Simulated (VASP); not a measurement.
# Mg5TlO4 (P4/mmm) in VASP: notebook

Mg5TlO4 is run at these levels: PBE; tasks: single point.

Program: VASP 6.6.1. These are calculated values, not measurements. Logs are shortened: lines on timing, memory, paths and dates and some standing lists are left out, and cuts for length are marked.

### 1 The cell of the first run

It takes space group P4/mmm (No. 123, tetragonal). The conventional cell has a = 2.799 Å, b = 2.799 Å, c = 15.758 Å, α = 90.00°, β = 90.00°, γ = 90.00°. Mg (site symmetry 4mm) has 4 O at 2.33 Å and 5 Mg at 2.67 to 2.80 Å and 4 Tl at 3.21 Å within 3.3 Å. Within 3.1 Å of Mg (site symmetry 4mm) lie 8 O at 2.37 to 2.45 Å and 6 Mg at 2.67 to 2.80 Å. Within 3.2 Å of Mg (site symmetry 4/mmm) lie 8 O at 2.41 Å and 6 Mg at 2.68 to 2.80 Å. Within 3.8 Å of Tl (site symmetry 4/mmm) lie 4 Tl at 2.80 Å and 8 Mg at 3.21 Å and 2 O at 3.75 Å. O (site symmetry 4mm) has 8 Mg at 2.33 to 2.45 Å and 5 O at 2.75 to 2.80 Å within 3.1 Å. O (site symmetry 4mm) has 8 Mg at 2.37 to 2.41 Å and 6 O at 2.75 to 2.80 Å within 3.1 Å.

The cell was generated, and may not be a known phase.

### 2 Single point, PBE

INCAR

```
SYSTEM = Mg5TlO4
ALGO = Normal
EDIFF = 1E-7
ENCUT = 520
GGA = PE
ISIF = 2
ISMEAR = 0
LASPH = .True.
LCHARG = .True.
LELF = .True.
LREAL = .False.
LVHAR = .True.
LWAVE = .False.
NBANDS = 34
NELM = 60
PREC = Accurate
SIGMA = 0.1
```

KPOINTS

```
k-points
0
Gamma
  6 6 1
  0 0 0
```

POSCAR

```
Mg5TlO4
1.0
    2.7991359507      0.0000000000      0.0000000000
    0.0000000000      2.7991359507      0.0000000000
    0.0000000000      0.0000000000     15.7577386433
Mg Tl O
5 1 4
Direct
    0.5000000000      0.5000000000      0.1603539090
    0.5000000000      0.5000000000      0.3300506986
    0.5000000000      0.5000000000      0.5000000000
    0.5000000000      0.5000000000      0.6699493014
    0.5000000000      0.5000000000      0.8396460910
    0.0000000000      0.0000000000      0.0000000000
    0.0000000000      0.0000000000      0.2380671235
    0.0000000000      0.0000000000      0.4127239890
    0.0000000000      0.0000000000      0.5872760110
    0.0000000000      0.0000000000      0.7619328765
```

Potentials or basis: VASP PAW PBE potentials, release 64 (Mg, Tl_d, O).

Command:

```sh
$ cat potpaw_PBE.64/Mg/POTCAR potpaw_PBE.64/Tl_d/POTCAR potpaw_PBE.64/O/POTCAR > POTCAR
$ mpirun -np 1 vasp_std > vasp.out
```

OUTCAR:

```text
SYSTEM = Mg5TlO4
   EDIFF = 1E-7
   ENCUT = 520
   GGA = PE
   ISIF = 2
   ISMEAR = 0
   LASPH = .True.
   LREAL = .False.
   NELM = 60
   PREC = Accurate

 ion  position               nearest neighbor table
   1  0.500  0.500  0.160-   7 2.33   7 2.33   7 2.33   7 2.33   2 2.67   6 3.21   6 3.21   6 3.21
                             6 3.21
   2  0.500  0.500  0.330-   8 2.37   8 2.37   8 2.37   8 2.37   7 2.45   7 2.45   7 2.45   7 2.45
                             1 2.67   3 2.68
   3  0.500  0.500  0.500-   8 2.41   9 2.41   8 2.41   9 2.41   8 2.41   9 2.41   8 2.41   9 2.41
                             2 2.68   4 2.68
   4  0.500  0.500  0.670-   9 2.37   9 2.37   9 2.37   9 2.37  10 2.45  10 2.45  10 2.45  10 2.45
                             5 2.67   3 2.68
   5  0.500  0.500  0.840-  10 2.33  10 2.33  10 2.33  10 2.33   4 2.67   6 3.21   6 3.21   6 3.21
                             6 3.21
   6  0.000  0.000  0.000-   1 3.21   5 3.21   1 3.21   5 3.21   1 3.21   5 3.21   1 3.21   5 3.21

   7  0.000  0.000  0.238-   1 2.33   1 2.33   1 2.33   1 2.33   2 2.45   2 2.45   2 2.45   2 2.45

   8  0.000  0.000  0.413-   2 2.37   2 2.37   2 2.37   2 2.37   3 2.41   3 2.41   3 2.41   3 2.41

   9  0.000  0.000  0.587-   4 2.37   4 2.37   4 2.37   4 2.37   3 2.41   3 2.41   3 2.41   3 2.41

  10  0.000  0.000  0.762-   5 2.33   5 2.33   5 2.33   5 2.33   4 2.45   4 2.45   4 2.45   4 2.45

  LATTYP: Found a simple tetragonal cell.
 ALAT       =     2.7991359507
 C/A-ratio  =     5.6295010035

  Lattice vectors:

 A1 = (   2.7991359507,   0.0000000000,   0.0000000000)
 A2 = (   0.0000000000,   2.7991359507,   0.0000000000)
 A3 = (   0.0000000000,   0.0000000000,  15.7577386433)

Analysis of symmetry for initial positions (statically):
=====================================================================
 Subroutine PRICEL returns:
 Original cell was already a primitive cell.

 Routine SETGRP: Setting up the symmetry group for a
 simple tetragonal supercell.

 Subroutine GETGRP returns: Found 16 space group operations
 (whereof 16 operations were pure point group operations)
 out of a pool of 16 trial point group operations.

The static configuration has the point symmetry D_4h.

Analysis of symmetry for dynamics (positions and initial velocities):
=====================================================================
 Subroutine PRICEL returns:
 Original cell was already a primitive cell.

 Routine SETGRP: Setting up the symmetry group for a
 simple tetragonal supercell.

 Subroutine GETGRP returns: Found 16 space group operations
 (whereof 16 operations were pure point group operations)
 out of a pool of 16 trial point group operations.

The dynamic configuration has the point symmetry D_4h.

 Subroutine INISYM returns: Found 16 space group operations
 (whereof 16 operations are pure point group operations),
 and found     1 'primitive' translations

----------------------------------------------------------------------------------------

                                     Primitive cell

  volume of cell :     123.4644

  direct lattice vectors                    reciprocal lattice vectors
     2.799135951  0.000000000  0.000000000     0.357253102  0.000000000  0.000000000
     0.000000000  2.799135951  0.000000000     0.000000000  0.357253102  0.000000000
     0.000000000  0.000000000 15.757738643     0.000000000  0.000000000  0.063460882

  length of vectors
     2.799135951  2.799135951 15.757738643     0.357253102  0.357253102  0.063460882

  position of ions in fractional coordinates (direct lattice)
     0.500000000  0.500000000  0.160353909
     0.500000000  0.500000000  0.330050699
     0.500000000  0.500000000  0.500000000
     0.500000000  0.500000000  0.669949301
     0.500000000  0.500000000  0.839646091
     0.000000000  0.000000000  0.000000000
     0.000000000  0.000000000  0.238067124
     0.000000000  0.000000000  0.412723989
     0.000000000  0.000000000  0.587276011
     0.000000000  0.000000000  0.761932876

  ion indices of the primitive-cell ions
   primitive index   ion index
                 1           1
                 2           2
                 3           3
                 4           4
                 5           5
                 6           6
                 7           7
                 8           8
                 9           9
                10          10

----------------------------------------------------------------------------------------

 KPOINTS: k-points

Automatic generation of k-mesh.
 Grid dimensions read from file:
 generate k-points for:    6    6    1

 Generating k-lattice:

  Cartesian coordinates                     Fractional coordinates (reciprocal lattice)
     0.059542184  0.000000000  0.000000000     0.166666667  0.000000000  0.000000000
     0.000000000  0.059542184  0.000000000     0.000000000  0.166666667  0.000000000
     0.000000000  0.000000000  0.063460882     0.000000000  0.000000000  1.000000000

  Length of vectors
     0.059542184  0.059542184  0.063460882

  Shift w.r.t. Gamma in fractional coordinates (k-lattice)
     0.000000000  0.000000000  0.000000000

 Subroutine IBZKPT returns following result:
 ===========================================

 Found     10 irreducible k-points:

 Following reciprocal coordinates:
            Coordinates               Weight
  0.000000  0.000000  0.000000      1.000000
  0.166667  0.000000  0.000000      4.000000
  0.333333  0.000000  0.000000      4.000000
  0.500000  0.000000  0.000000      2.000000
  0.166667  0.166667  0.000000      4.000000
  0.333333  0.166667  0.000000      8.000000
  0.500000  0.166667  0.000000      4.000000
  0.333333  0.333333  0.000000      4.000000
  0.500000  0.333333  0.000000      4.000000
  0.500000  0.500000  0.000000      1.000000
   k-points           NKPTS =     10   k-points in BZ     NKDIM =     10   number of bands    NBANDS=     34
   number of dos      NEDOS =    301   number of ions     NIONS =     10
   total plane-waves  NPLWV =  69120
   dimension x,y,z NGX =    24 NGY =   24 NGZ =  120
   dimension x,y,z NGXF=    48 NGYF=   48 NGZF=  240
   ions per type =               5   1   4
   NGX,Y,Z   is equivalent  to a cutoff of  14.25, 14.25, 12.66 a.u.
   NGXF,Y,Z  is equivalent  to a cutoff of  28.51, 28.51, 25.32 a.u.
 SYSTEM =  Mg5TlO4
   PREC   = accura    normal or accurate (medium, high low for compatibility)
   ISTART =      0    job   : 0-new  1-cont  2-samecut
   ICHARG =      2    charge: 1-file 2-atom 10-const
   ISPIN  =      1    spin polarized calculation?
   LNONCOLLINEAR =      F non collinear calculations
   LSORBIT =      F    spin-orbit coupling
   LASPH  =      T    aspherical Exc in radial PAW
   ENCUT  =  520.0 eV  38.22 Ry    6.18 a.u.   5.20  5.20 29.30*2*pi/ulx,y,z
   NELM   =     60;   NELMIN=  2; NELMDL= -5     # of ELM steps
   EDIFF  = 0.1E-06   stopping-criterion for ELM
   LREAL  =      F    real-space projection
   EDIFFG = 0.1E-05   stopping-criterion for IOM
   NSW    =      0    number of steps for IOM
   IBRION =     -1    ionic relax: 0-MD 1-quasi-New 2-CG
   NFREE  =      0    steps in history (QN), initial steepest desc. (CG)
   ISIF   =      2    stress and relaxation
   ISYM   =      2    0-nonsym 1-usesym 2-fastsym
   POTIM  = 0.5000    time-step for ionic-motion
   TEBEG  =    0.0;   TEEND  =   0.0 temperature during run
   PSTRESS=    0.0 pullay stress
   NELECT =      47.0000    total number of electrons
   NUPDOWN=      -1.0000    fix difference up-down
   EMIN   =  10.00;   EMAX   =-10.00  energy-range for DOS
   EFERMI =   0.00;   METHOD = LEGACY
   ISMEAR =     0;   SIGMA  =   0.10  broadening in eV -4-tet -1-fermi 0-gaus
   EFERMI_NEDOS =   21; number of points for ismear=-14 and -15
   IALGO  =     38    algorithm
   IMIX   =      4    mixing-type and parameters
     AMIX     =   0.40;   BMIX     =  1.00
     AMIX_MAG =   1.60;   BMIX_MAG =  1.00
  volume/ion in A,a.u.               =      12.35        83.32
  Fermi-wavevector in a.u.,A,eV,Ry     =   1.186479  2.242121 19.153371  1.407733
  Thomas-Fermi vector in A             =   2.322651
   LORBIT       =      0    0 simple, 1 ext, 2 COOP (PROOUT), +10 PAW based schemes
   GGA     = PE    functional components
   LHFCALC =     F    Hartree Fock is set to
   AEXX    =    0.0000 exact exchange contribution
   IVDW    =     0    specifies the selected vdW correction
   LEPSILON=     F    determine dielectric tensor
   LRPA    =     F    only Hartree local field effects (RPA)
 non-spin polarized calculation
 Gauss-broadening in eV      SIGMA  =   0.10
  energy-cutoff  :      520.00
  volume of cell :      123.46
 maximum number of plane-waves:      3360
 NGX is ok and might be reduce to    24
   NGX = 11   NGY = 11   NGZ = 59

 number of electron      47.0000004 magnetization

 Free energy of the ion-electron system (eV)
  ---------------------------------------------------
  ext. energy  EPLUGINS =         0.00000000
  ---------------------------------------------------
  free energy    TOTEN  =       -43.36422095 eV

  energy without entropy =      -43.35381679  energy(sigma->0) =      -43.35901887

 E-fermi :   7.0853     XC(G=0): -10.6490

 val. band max:        6.7386864712   @ k =   0.5000   0.1667   0.0000
 cond. band min:       7.0890186040   @ k =   0.0000   0.0000   0.0000
 fundamental gap:      0.3503321329
 Fermi energy:         7.0852775959

 k-point     1 :       0.0000    0.0000    0.0000
  band No.  band energies     occupation
      1     -13.3990      2.00000
      2     -13.1405      2.00000
      3     -12.8527      2.00000
      4     -12.6543      2.00000
      5      -6.6601      2.00000
      6      -6.1822      2.00000
[... 26 lines left out ...]
     33      14.1760      0.00000
     34      14.5919      0.00000
[... 302 lines left out ...]
      4     -11.4358      2.00000
      5      -6.2822      2.00000
      6      -5.4789      2.00000
[... 26 lines left out ...]
     33      11.1814      0.00000
     34      11.4627      0.00000

------------------------ aborting loop because EDIFF is reached ----------------------------------------

  FORCE on cell =-STRESS in cart. coord.  units (eV):
  Direction    XX          YY          ZZ          XY          YZ          ZX
  --------------------------------------------------------------------------------------
  -------------------------------------------------------------------------------------
  Total       -0.6217778     -0.6217778     -0.5410441      0.0000000      0.0000000      0.0000000
  in kB       -8.0687067     -8.0687067     -7.0210388      0.0000000      0.0000000      0.0000000
  external PRESSURE =      -7.7194841 kB  Pullay stress =       0.0000000 kB

 VOLUME and BASIS-vectors are now :
 -----------------------------------------------------------------------------
  energy-cutoff  :      520.00
  volume of cell :      123.46
      direct lattice vectors                 reciprocal lattice vectors
     2.799135951  0.000000000  0.000000000     0.357253102  0.000000000  0.000000000
     0.000000000  2.799135951  0.000000000     0.000000000  0.357253102  0.000000000
     0.000000000  0.000000000 15.757738643     0.000000000  0.000000000  0.063460882

 POSITION                                       TOTAL-FORCE (eV/Angst)
 -----------------------------------------------------------------------------------
      1.39957      1.39957      2.52681        -0.000000      0.000000      0.020091
      1.39957      1.39957      5.20085        -0.000000      0.000000     -0.004186
      1.39957      1.39957      7.87887         0.000000      0.000000      0.000000
      1.39957      1.39957     10.55689         0.000000     -0.000000      0.004186
      1.39957      1.39957     13.23092         0.000000      0.000000     -0.020091
      0.00000      0.00000      0.00000         0.000000      0.000000      0.000000
      0.00000      0.00000      3.75140         0.000000     -0.000000      0.001172
      0.00000      0.00000      6.50360         0.000000      0.000000      0.008130
      0.00000      0.00000      9.25414        -0.000000      0.000000     -0.008130
      0.00000      0.00000     12.00634         0.000000     -0.000000     -0.001172
 -----------------------------------------------------------------------------------
    total drift:                                0.000000      0.000000      0.000000

  FREE ENERGIE OF THE ION-ELECTRON SYSTEM (eV)
  ---------------------------------------------------
  free  energy   TOTEN  =       -43.3642209521 eV

  energy  without entropy=      -43.3538167898  energy(sigma->0) =      -43.35901887
```

Run time: 32 s. Hardware: 1 thread of AMD EPYC 9R45 (Zen 5), shared host; peak memory 0.23 GiB.

What came out:

```
Free energy            : -43.3642 eV
Pressure               : -0.8 GPa
Largest force          : 0.020 eV/Å
Band gap on the k mesh : zero (an odd number of electrons rules out a gap without spin polarisation)
```

Forces in eV/Å, atoms in the order of the input:
```
Mg   0.000  0.000  0.020
Mg   0.000  0.000 -0.004
Mg   0.000  0.000  0.000
Mg   0.000  0.000  0.004
Mg   0.000  0.000 -0.020
Tl   0.000  0.000  0.000
O    0.000  0.000  0.001
O    0.000  0.000  0.008
O    0.000  0.000 -0.008
O    0.000  0.000 -0.001
```

Stress tensor (GPa, compression positive):
```
-0.81  0.00  0.00
 0.00 -0.81  0.00
 0.00  0.00 -0.70
```

Caveat: the k points lie up to 0.40 Å⁻¹ apart, too coarse for converged energies and pressures of a metal; spin-orbit coupling is left out, which moves the levels of the heavy elements; an odd number of electrons without spin polarisation forces a metal; a magnetic or distorted state may lie lower.

### 3 Single point, PBE

This run uses another cell than the first one, of 18.13 Å³/atom.

INCAR

```
SYSTEM = Mg5TlO4
ALGO     = Normal         ! electronic algorithm
EDIFF    = 1E-6           ! SCF threshold, eV
ENCUT    = 520            ! plane-wave cutoff, eV
GGA      = PE             ! functional
ISIF     = 2              ! what is computed and relaxed
ISMEAR   = 0              ! smearing method
LASPH    = .True.         ! aspherical terms in the spheres
LCHARG   = .True.         ! write CHGCAR
LELF     = .True.         ! ELF
LREAL    = .False.        ! projectors in reciprocal space
LVHAR    = .True.       
LWAVE    = .False.        ! write WAVECAR
NBANDS   = 34             ! bands
NELM     = 80             ! most SCF steps
PREC     = Accurate       ! precision mode
SIGMA    = 0.1            ! smearing width, eV
```

KPOINTS is that of step 2.

POSCAR

```
Mg5TlO4
1.0
    3.3053653100      0.0000000000      0.0000000000
    0.0000000000      3.3053653100      0.0000000000
    0.0000000000      0.0000000000     16.5901625800
Mg Tl O
5 1 4
Direct
    0.5000000000      0.5000000000      0.1016230000
    0.5000000000      0.5000000000      0.3002359900
    0.5000000000      0.5000000000      0.5000000000
    0.5000000000      0.5000000000      0.6997640100
    0.5000000000      0.5000000000      0.8983770000
    0.0000000000      0.0000000000      0.0000000000
    0.0000000000      0.0000000000      0.1999610100
    0.0000000000      0.0000000000      0.4003480100
    0.0000000000      0.0000000000      0.5996519900
    0.0000000000      0.0000000000      0.8000389900
```

Potentials or basis: VASP PAW PBE potentials, release 64 (Mg, Tl_d, O).

Command:

```sh
$ cat potpaw_PBE.64/Mg/POTCAR potpaw_PBE.64/Tl_d/POTCAR potpaw_PBE.64/O/POTCAR > POTCAR
$ mpirun -np 1 vasp_std > vasp.out
```

It took 44 s on 1 thread of AMD EPYC 9R45 (Zen 5), shared host; peak memory 0.29 GiB.

It converged, with:

```yaml
Free_energy: -35.7648 eV
Pressure: -14.9 GPa
Largest_force: 2.915 eV/Å
Band_gap_on_the_k_mesh: zero (an odd number of electrons rules out a gap without spin polarisation)
```

Forces in eV/Å, atoms in the order of the input:
```
Mg   0.000  0.000  2.915
Mg   0.000  0.000  0.141
Mg   0.000  0.000  0.000
Mg   0.000  0.000 -0.141
Mg   0.000  0.000 -2.915
Tl   0.000  0.000  0.000
O    0.000  0.000  0.023
O    0.000  0.000 -0.064
O    0.000  0.000  0.064
O    0.000  0.000 -0.023
```

Stress tensor (GPa, compression positive):
```
-14.83   0.00   0.00
  0.00 -14.83   0.00
  0.00   0.00 -14.97
```

Levels at points of the mesh, in eV from the Fermi level:
| k point | band 20 | band 21 | band 22 | band 23 | band 24 | band 25 | band 26 | band 27 |
| --- | --- | --- | --- | --- | --- | --- | --- | --- |
| (0.00, 0.00, 0.00) | -0.90 | -0.90 | -0.89 | -0.79 | -0.79 | 0.70 | 0.94 | 2.55 |
| (0.50, 0.00, 0.00) | -0.82 | -0.81 | -0.67 | -0.58 | 0.10 | 1.33 | 2.12 | 2.90 |
| (0.50, 0.50, 0.00) | -1.88 | -1.88 | -1.84 | -1.11 | -0.83 | 0.96 | 2.13 | 2.21 |

Caveat: the k points lie up to 0.38 Å⁻¹ apart, too coarse for converged energies and pressures of a metal; spin-orbit coupling is left out, which moves the levels of the heavy elements; an odd number of electrons without spin polarisation forces a metal; a magnetic or distorted state may lie lower.

The gap in the log of VASP goes by the Fermi energy; the results here count the filled bands.